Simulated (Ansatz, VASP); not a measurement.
**SnSe in VASP and in Ansatz**

```
Sn Se
1.0
     3.60536    0.00000    0.00000
     0.00000    3.60536    0.00000
     0.00000    0.00000    3.60536
Sn Se
1 1
Direct
  0.00000 0.00000 0.00000
  0.50000 0.50000 0.50000
```

Change from the starting cell: volume scaled by 0.94, LAPW.

Alike in both runs: task single point; functional PBE; k mesh 14 × 14 × 14; occupations fermi-dirac, width 0.08 eV; no spin polarisation.

|  | VASP | Ansatz |
| --- | --- | --- |
| version | VASP 6.6.1 | Ansatz 0.2.0 |
| potentials or method | VASP PAW PBE potentials, release 64 (Sn_d, Se), cutoff 520 eV | all-electron LAPW, scalar-relativistic |

|  | VASP | Ansatz | Ansatz less VASP |
| --- | --- | --- | --- |
| pressure (GPa) | 3.4 | 3.4 | -0.01 |

Ansatz ran all-electron here, and VASP with PAW potentials.
